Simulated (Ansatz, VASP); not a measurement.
# GaAs in VASP and in Ansatz

INCAR

```
PREC = Accurate
ENCUT = 520
EDIFF = 1E-7
ISMEAR = 0
SIGMA = 0.01
LREAL = False
LASPH = True
NELM = 100
ALGO = Normal
ISIF = 2
LWAVE = False
LCHARG = False
GGA = PS
NBANDS = 26
```

The input KPOINTS:

```
regular mesh
0
Gamma
  10 10 6
```

The input POSCAR:

```
GaAs
1.0
    2.8289764104      2.8289764104      0.0000000000
   -2.8289764104      2.8289764104      0.0000000000
    0.0000000000      0.0000000000      5.7711118773
Ga As
2 2
Direct
    0.0000000000      0.0000000000      0.0000000000
    0.5000000000      0.5000000000      0.5000000000
    0.5000000000      0.0000000000      0.7500000000
    0.0000000000      0.5000000000      0.2500000000
```

Input for Ansatz:

```yaml
crystal:
  lattice:
    - [2.8289764104, 2.8289764104, 0.0]
    - [-2.8289764104, 2.8289764104, 0.0]
    - [0.0, 0.0, 5.7711118773]
  atoms:
    - { symbol: Ga, position: [0.0, 0.0, 0.0] }
    - { symbol: Ga, position: [0.5, 0.5, 0.5] }
    - { symbol: As, position: [0.5, 0.0, 0.75] }
    - { symbol: As, position: [0.0, 0.5, 0.25] }
basis:
  ecutwfc: 420
kpoints:
  mp_grid: { grid: [10, 10, 6] }
hamiltonian:
  xc: pbesol
scf:
  occupations: { method: gaussian, width: 0.01 }
output:
  forces: true
  stress: true
  eigenvalues: true
```

Change from the starting cell: strain along c alone, the other axes held, atoms relaxed: +2.0 %.

Alike in both runs: task single point; functional PBEsol; k mesh 10 × 10 × 6; occupations gaussian, width 0.01 eV; no spin polarisation.

```csv
,VASP,Ansatz
version,VASP 6.6.1,Ansatz 0.2.0
potentials or method,"VASP PAW PBE potentials, release 64 (Ga_d, As), cutoff 520 eV","scalar-relativistic, plane waves, PAW"
valence electrons in the cell,36,56
```

|  | VASP | Ansatz | Ansatz less VASP |
| --- | --- | --- | --- |
| gap on the k mesh at the Fermi level (eV) | 0.25 | 0.24 | -0.013 |
| least direct gap on the mesh (eV) | 0.25 | 0.24 | -0.013 |
| pressure (GPa) | -1.1 | -1.3 | -0.14 |
| traceless stress, the component that is largest in VASP (GPa) | -0.84 | -0.83 | +0.004 |

VASP's potentials were made for PBE, not for PBEsol. VASP's potentials hold 36 valence electrons a cell and Ansatz's 56, so a difference there can come from the potentials and not from the codes.
